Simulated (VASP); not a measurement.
A run of VASP 6.6.1 is set up as follows.

POSCAR

```
ZnSe
1.0
    0.0000000000      2.8324246788      2.8324246788
    2.8324246788      0.0000000000      2.8324246788
    2.8324246788      2.8324246788      0.0000000000
Zn Se
1 1
Direct
    0.0000000000      0.0000000000      0.0000000000
    0.2500000000      0.2500000000      0.2500000000
```

File INCAR.step1:

```
  PREC = Accurate
  ENCUT = 500
  EDIFF = 1E-8
  ISMEAR = 0
  SIGMA = 0.01
  LREAL = False
  LASPH = True
  NELM = 80
  ALGO = Normal
  LWAVE = True
  LCHARG = False
  GGA = PE
```

INCAR.step2

```
  PREC = Accurate
  ENCUT = 500
  EDIFF = 1E-8
  ISMEAR = 0
  SIGMA = 0.01
  LREAL = False
  LASPH = True
  NELM = 1
  ALGO = Exact
  LWAVE = True
  LCHARG = False
  GGA = PE
  NBANDS = 69
  LOPTICS = True
  ISTART = 1
```

The input INCAR.step3:

```
  PREC = Accurate
  ENCUT = 500
  EDIFF = 1E-8
  ISMEAR = 0
  SIGMA = 0.01
  LREAL = False
  LASPH = True
  ALGO = EVGW0
  LWAVE = False
  LCHARG = False
  GGA = PE
  NELMGW = 1
  NBANDS = 69
  ENCUTGW = 80.0
  NOMEGA = 48
  PRECFOCK = Fast
  ISTART = 1
  NBANDSGW = 17
```

KPOINTS

```
Automatic mesh
0
Gamma
  4 4 4
```

Potentials or basis: VASP PAW PBE potentials, release 64 (Zn_GW, Se_GW).

Run with:

```bash
$ cat potpaw_PBE.64/Zn_GW/POTCAR potpaw_PBE.64/Se_GW/POTCAR > POTCAR
$ cp INCAR.step1 INCAR
$ mpirun -np 1 vasp_std > vasp.out
$ cp INCAR.step2 INCAR
$ mpirun -np 1 vasp_std > vasp.out
$ cp INCAR.step3 INCAR
$ mpirun -np 1 vasp_std > vasp.out
```

(1) What does it give for the quasiparticle gap?

(2) What does it give for the least direct quasiparticle gap?

(3) What does it give for the band gap of the starting levels on the mesh?

(4) Predict the least direct gap of the starting levels on the mesh.

Answers

(1) 2.41 eV.

(2) 2.41 eV.

(3) 1.27 eV.

(4) 1.27 eV.

Caveat: the k points lie up to 0.48 Å⁻¹ apart; bands, screening cutoff and mesh are small and nothing is extrapolated, so the quasiparticle values aren't converged.
